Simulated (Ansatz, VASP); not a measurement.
**Two plane-wave programs on Mo**

Contents of POSCAR:

```
Mo
1.0
   -1.5430792847      1.5430792847      1.5430792847
    1.5430792847     -1.5430792847      1.5430792847
    1.5430792847      1.5430792847     -1.5430792847
Mo
1
Direct
    0.0000000000      0.0000000000      0.0000000000
```

The input INCAR.step1:

```
SYSTEM = Mo
PREC = Accurate
ENCUT = 520
ISMEAR = 0
SIGMA = 0.1
LREAL = .False.
LASPH = .True.
NELM = 80
NBANDS = 13
GGA = PE
ALGO = Normal
EDIFF = 1E-4
LWAVE = .True.
LCHARG = .False.
```

The input INCAR.step2:

```
SYSTEM = Mo
PREC = Accurate
ENCUT = 520
EDIFF = 1E-6
ISMEAR = 0
SIGMA = 0.1
LREAL = .False.
LASPH = .True.
NELM = 80
ALGO = Normal
ISIF = 2
LWAVE = .False.
LCHARG = .True.
METAGGA = R2SCAN
LMIXTAU = .True.
LELF = .True.
LVHAR = .True.
NBANDS = 13
ISTART = 1
```

Contents of KPOINTS:

```
Automatic mesh
0
Gamma
  18 18 18
  0 0 0
```

Input for Ansatz:

```yaml
crystal:
  lattice:
    - [-1.5430792847, 1.5430792847, 1.5430792847]
    - [1.5430792847, -1.5430792847, 1.5430792847]
    - [1.5430792847, 1.5430792847, -1.5430792847]
  atoms:
    - { symbol: Mo, position: [0.0, 0.0, 0.0] }
basis:
  ecutwfc: 500
kpoints:
  mp_grid: { grid: [18, 18, 18] }
hamiltonian:
  xc: r2scan
scf:
  occupations: { method: gaussian, width: 0.1 }
output:
  forces: true
  stress: true
  eigenvalues: true
```

Alike in both runs: task single point; functional r2SCAN; k mesh 18 × 18 × 18; occupations gaussian, width 0.1 eV; no spin polarisation.

|  | VASP | Ansatz |
| --- | --- | --- |
| version | VASP 6.6.1 | Ansatz 0.2.0 |
| potentials or method | VASP PAW PBE potentials, release 64 (Mo_sv), cutoff 520 eV | scalar-relativistic, plane waves, PAW |
| valence electrons in the cell | 14 | 14 |

```csv
,VASP,Ansatz,Ansatz less VASP
gap on the k mesh at the Fermi level (eV),none,none,-
pressure (GPa),20.6,19.1,-1.51
```

VASP's potentials were made for PBE, not for r2SCAN. A gap of «none» marks a metal or a gap that the smearing closes.
